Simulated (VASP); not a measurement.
# Rb (I4/mmm) in VASP: further runs, part 2 of 2

VASP 6.6.1. Earlier steps stand in the parts before.

## Step 4: Single point, LDA (74.04 Å³/atom)

Input file INCAR:

```
SYSTEM = Rb
  ALGO = Fast
  EDIFF = 1E-6
  ENCUT = 520
  GGA = CA
  ISIF = 2
  ISMEAR = 0
  LASPH = .TRUE.
  LCHARG = .FALSE.
  LREAL = .FALSE.
  LWAVE = .FALSE.
  NBANDS = 10
  NELM = 60
  PREC = Accurate
  SIGMA = 0.15
```

Input file KPOINTS:

```
k-points
0
G
  14 14 14
  0 0 0
```

Input file POSCAR:

```
Rb
1.0
   -2.2780259406      2.2780259406      3.5669330178
    2.2780259406     -2.2780259406      3.5669330178
    2.2780259406      2.2780259406     -3.5669330178
Rb
1
Direct
    0.0000000000      0.0000000000      0.0000000000
```

Potentials or basis: VASP PAW LDA potentials, release 64 (Rb_sv).

Run with:

```console
$ cat potpaw_LDA.64/Rb_sv/POTCAR > POTCAR
$ mpirun -np 1 vasp_std > vasp.out
```

OUTCAR:

```text
SYSTEM = Rb
   EDIFF = 1E-6
   ENCUT = 520
   GGA = CA
   ISIF = 2
   ISMEAR = 0
   LASPH = .TRUE.
   LREAL = .FALSE.
   NELM = 60
   PREC = Accurate

 ion  position               nearest neighbor table
   1  0.000  0.000  0.000-

  LATTYP: Found a body centered tetragonal cell.
 ALAT       =     4.5560518812
 C/A-ratio  =     1.5658000000

  Lattice vectors:

 A1 = (  -2.2780259406,   2.2780259406,   3.5669330178)
 A2 = (   2.2780259406,  -2.2780259406,   3.5669330178)
 A3 = (   2.2780259406,   2.2780259406,  -3.5669330178)

Analysis of symmetry for initial positions (statically):
=====================================================================
 Subroutine PRICEL returns:
 Original cell was already a primitive cell.

 Routine SETGRP: Setting up the symmetry group for a
 body centered tetragonal supercell.

 Subroutine GETGRP returns: Found 16 space group operations
 (whereof 16 operations were pure point group operations)
 out of a pool of 16 trial point group operations.

The static configuration has the point symmetry D_4h.
[... 156 lines left out ...]
  free energy    TOTEN  =        -1.06202440 eV

  energy without entropy =       -1.05248351  energy(sigma->0) =       -1.05725396

 E-fermi :   0.2861     XC(G=0):  -6.2291

 val. band max:        0.2770497426   @ k =  -0.0714   0.4286   0.0714
 cond. band min:       0.2865606788   @ k =   0.5000   0.1429   0.0714
 fundamental gap:      0.0095109363
 Fermi energy:         0.2860834883

 k-point     1 :       0.0000    0.0000    0.0000
  band No.  band energies     occupation
      1     -28.4168      2.00000
      2     -12.4923      2.00000
      3     -12.4834      2.00000
      4     -12.4834      2.00000
      5      -1.9871      2.00000
      6       3.6964      0.00000
      7       4.1461      0.00000
      8       4.1461      0.00000
      9       4.9390      0.00000
     10       5.9327      0.00000
[... 287 lines left out ...]
 k-point    24 :       0.2857    0.1429   -0.0000
  band No.  band energies     occupation
      1     -28.4077      2.00000
      2     -12.6251      2.00000
      3     -12.5353      2.00000
      4     -12.5113      2.00000
      5      -0.4474      2.00000
      6       2.2182      0.00000
      7       3.2599      0.00000
      8       4.0729      0.00000
      9       5.1241      0.00000
     10       6.3856      0.00000

 [... further k-points ...]
[... 5 lines left out ...]
  --------------------------------------------------------------------------------------
  -------------------------------------------------------------------------------------
  Total        0.1162574      0.1162574      0.0398994      0.0000000     -0.0000000      0.0000000
  in kB        2.5156998      2.5156998      0.8633847      0.0000000     -0.0000000      0.0000000
  external PRESSURE =       1.9649281 kB  Pullay stress =       0.0000000 kB

 VOLUME and BASIS-vectors are now :
 -----------------------------------------------------------------------------
  energy-cutoff  :      520.00
  volume of cell :       74.04
      direct lattice vectors                 reciprocal lattice vectors
    -2.278025941  2.278025941  3.566933018     0.000000000  0.219488282  0.140176448
     2.278025941 -2.278025941  3.566933018     0.219488282  0.000000000  0.140176448
     2.278025941  2.278025941 -3.566933018     0.219488282  0.219488282  0.000000000

 POSITION                                       TOTAL-FORCE (eV/Angst)
 -----------------------------------------------------------------------------------
      0.00000      0.00000      0.00000        -0.000000     -0.000000     -0.000000
 -----------------------------------------------------------------------------------
    total drift:                               -0.000000      0.000000      0.000000

  FREE ENERGIE OF THE ION-ELECTRON SYSTEM (eV)
  ---------------------------------------------------
  free  energy   TOTEN  =        -1.0620244042 eV

  energy  without entropy=       -1.0524835089  energy(sigma->0) =       -1.05725396
```

OSZICAR:

```text
N       E                     dE             d eps       ncg     rms          rms(c)
DAV:   1     0.393646361210E+02    0.39365E+02   -0.34753E+03  4880   0.677E+02
DAV:   2     0.136433960941E+01   -0.38000E+02   -0.37085E+02  5482   0.125E+02
DAV:   3    -0.962582008353E+00   -0.23269E+01   -0.23171E+01  6464   0.306E+01
DAV:   4    -0.106222488581E+01   -0.99643E-01   -0.99402E-01  6810   0.545E+00
DAV:   5    -0.106426132192E+01   -0.20364E-02   -0.20360E-02  6570   0.695E-01    0.157E+00
RMM:   6    -0.106248942316E+01    0.17719E-02   -0.19615E-03  6246   0.256E-01    0.972E-01
RMM:   7    -0.106201471749E+01    0.47471E-03   -0.39196E-03  6498   0.342E-01    0.571E-02
RMM:   8    -0.106201534894E+01   -0.63145E-06   -0.38821E-04  7400   0.117E-01    0.111E-02
RMM:   9    -0.106202297131E+01   -0.76224E-05   -0.81701E-05  8178   0.439E-02    0.952E-03
RMM:  10    -0.106202413268E+01   -0.11614E-05   -0.14831E-05  7956   0.206E-02    0.452E-03
RMM:  11    -0.106202440421E+01   -0.27153E-06   -0.42242E-06  6729   0.968E-03
   1 F= -.10620244E+01 E0= -.10572540E+01  d E =-.954090E-02
```

It took 72 s on 1 thread of Intel Xeon Platinum 8488C (Sapphire Rapids), shared host; peak memory 0.29 GiB.

Results:

| Item | Value |
| --- | --- |
| Free energy | -1.0620 eV |
| Pressure | 0.2 GPa |
| Band gap on the k mesh | zero (an odd number of electrons rules out a gap without spin polarisation) |

Stress tensor (GPa, compression positive):
```
0.25 0.00 0.00
0.00 0.25 0.00
0.00 0.00 0.09
```

## Step 5: Single point, LDA (74.04 Å³/atom)

Input file INCAR:

```
SYSTEM = Rb
PREC = Accurate
ENCUT = 520
EDIFF = 1E-6
ISMEAR = 0
SIGMA = 0.15
LREAL = .False.
LASPH = .True.
NELM = 80
ALGO = Fast
ISIF = 2
LWAVE = .False.
LCHARG = .False.
NBANDS = 10
```

Input file KPOINTS:

```
regular mesh
0
Gamma
  14 14 14
  0 0 0
```

Input file POSCAR:

```
Rb
1.0
   -2.5801892842      2.5801892842      2.7804119726
    2.5801892842     -2.5801892842      2.7804119726
    2.5801892842      2.5801892842     -2.7804119726
Rb
1
Direct
    0.0000000000      0.0000000000      0.0000000000
```

Potentials or basis: VASP PAW LDA potentials, release 64 (Rb_sv).

Run with:

```console
$ cat potpaw_LDA.64/Rb_sv/POTCAR > POTCAR
$ mpirun -np 1 vasp_std > vasp.out
```

OUTCAR:

```text
SYSTEM = Rb
   PREC = Accurate
   ENCUT = 520
   EDIFF = 1E-6
   ISMEAR = 0
   LREAL = .False.
   LASPH = .True.
   NELM = 80
   ISIF = 2

 ion  position               nearest neighbor table
   1  0.000  0.000  0.000-

  LATTYP: Found a body centered tetragonal cell.
 ALAT       =     5.1603785684
 C/A-ratio  =     1.0776000000

  Lattice vectors:

 A1 = (  -2.5801892842,   2.5801892842,   2.7804119726)
 A2 = (   2.5801892842,  -2.5801892842,   2.7804119726)
 A3 = (   2.5801892842,   2.5801892842,  -2.7804119726)

[... 484 lines left out ...]
      3     -12.5454      2.00000
      4     -12.4964      2.00000
      5      -0.2592      2.00000
      6       2.0521      0.00000
      7       2.8660      0.00000
      8       4.7597      0.00000
      9       5.2879      0.00000
     10       5.9142      0.00000

 [... further k-points ...]
[... 5 lines left out ...]
  --------------------------------------------------------------------------------------
  -------------------------------------------------------------------------------------
  Total        0.0902055      0.0902055      0.0814954      0.0000000      0.0000000      0.0000000
  in kB        1.9519614      1.9519614      1.7634846      0.0000000      0.0000000      0.0000000
  external PRESSURE =       1.8891358 kB  Pullay stress =       0.0000000 kB

 VOLUME and BASIS-vectors are now :
 -----------------------------------------------------------------------------
  energy-cutoff  :      520.00
  volume of cell :       74.04
      direct lattice vectors                 reciprocal lattice vectors
    -2.580189284  2.580189284  2.780411973     0.000000000  0.193784232  0.179829466
     2.580189284 -2.580189284  2.780411973     0.193784232  0.000000000  0.179829466
     2.580189284  2.580189284 -2.780411973     0.193784232  0.193784232  0.000000000

 POSITION                                       TOTAL-FORCE (eV/Angst)
 -----------------------------------------------------------------------------------
      0.00000      0.00000      0.00000         0.000000     -0.000000      0.000000
 -----------------------------------------------------------------------------------
    total drift:                               -0.000000      0.000000      0.000000

  FREE ENERGIE OF THE ION-ELECTRON SYSTEM (eV)
  ---------------------------------------------------
  free  energy   TOTEN  =        -1.0624776288 eV

  energy  without entropy=       -1.0517979291  energy(sigma->0) =       -1.05713778
```

It took 72 s on 1 thread of Intel Xeon Platinum 8488C (Sapphire Rapids), shared host; peak memory 0.29 GiB.

What came out:

```yaml
Free_energy: -1.0625 eV
Pressure: 0.2 GPa
Band_gap_on_the_k_mesh: zero (an odd number of electrons rules out a gap without spin polarisation)
```

## Step 6: Single point, LDA (74.04 Å³/atom)

Input file INCAR:

```
SYSTEM = Rb
ALGO     = Fast           ! electronic algorithm
EDIFF    = 1E-7           ! SCF threshold, eV
ENCUT    = 520            ! plane-wave cutoff, eV
GGA      = CA             ! functional
ISIF     = 2              ! what is computed and relaxed
ISMEAR   = 0              ! smearing method
LASPH    = .TRUE.         ! aspherical terms in the spheres
LCHARG   = .FALSE.        ! write CHGCAR
LREAL    = .FALSE.        ! projectors in reciprocal space
LWAVE    = .FALSE.        ! write WAVECAR
NBANDS   = 10             ! bands
NELM     = 60             ! most SCF steps
PREC     = Accurate       ! precision mode
SIGMA    = 0.15           ! smearing width, eV
```

Input file KPOINTS:

```
k-points
0
G
  14 14 14
  0 0 0
```

Input file POSCAR:

```
Rb
1.0
   -2.7119901181      2.7119901181      2.5167268296
    2.7119901181     -2.7119901181      2.5167268296
    2.7119901181      2.7119901181     -2.5167268296
Rb
1
Direct
    0.0000000000      0.0000000000      0.0000000000
```

Potentials or basis: VASP PAW LDA potentials, release 64 (Rb_sv).

Run with:

```console
$ cat potpaw_LDA.64/Rb_sv/POTCAR > POTCAR
$ mpirun -np 1 vasp_std > vasp.out
```

Run time: 90 s. Hardware: 1 thread of Intel Xeon Platinum 8488C (Sapphire Rapids), shared host; peak memory 0.29 GiB.

Results (log left out):

```
Free energy            : -1.0622 eV
Pressure               : 0.2 GPa
Band gap on the k mesh : zero (an odd number of electrons rules out a gap without spin polarisation)
```

Levels at points of the mesh, in eV from the Fermi level:
| k point | band 3 | band 4 | band 5 | band 6 | band 7 | band 8 |
| --- | --- | --- | --- | --- | --- | --- |
| (0.00, 0.00, 0.00) | -12.77 | -12.77 | -2.27 | 3.48 | 3.93 | 3.93 |
| (0.50, 0.00, 0.00) | -12.84 | -12.78 | 0.19 | 1.10 | 2.40 | 4.66 |
| (0.50, 0.50, 0.00) | -12.83 | -12.77 | 0.05 | 0.89 | 2.86 | 4.34 |
| (0.50, 0.50, 0.50) | -12.92 | -12.89 | 1.00 | 1.20 | 3.56 | 3.56 |

## Step 7: Overview

```tsv
cell	further INCAR settings	gap on the mesh (eV)	pressure (GPa)
a = 4.604 Å, angles 105.7, 105.7, 117.3°, 1 atom	ALGO = Fast; EDIFF = 1e-06; NBANDS = 10	none	0.2
a = 4.679 Å, angles 118.4, 118.4, 92.7°, 1 atom	ALGO = Fast; EDIFF = 1e-06; NBANDS = 10	none	0.2
a = 4.806 Å, angles 123.4, 123.4, 84.2°, 1 atom	ALGO = Fast; EDIFF = 1e-06; NBANDS = 10	none	0.2
a = 4.588 Å, angles 111.6, 111.6, 105.4°, 1 atom	ALGO = Fast; EDIFF = 1e-06; NBANDS = 10	none	0.2
a = 4.587 Å, angles 107.5, 107.5, 113.5°, 1 atom	ALGO = Fast; EDIFF = 1e-07; NBANDS = 10	none	0.2
```

Alike in all rows: task single point; level LDA; potentials or basis VASP PAW LDA potentials, release 64 (Rb_sv); no spin polarisation; k mesh 14 × 14 × 14; cutoff (eV) 520; smearing gaussian 0.15 eV.

Total energies depend on the potentials used, so only differences within one code and one set of settings carry meaning.
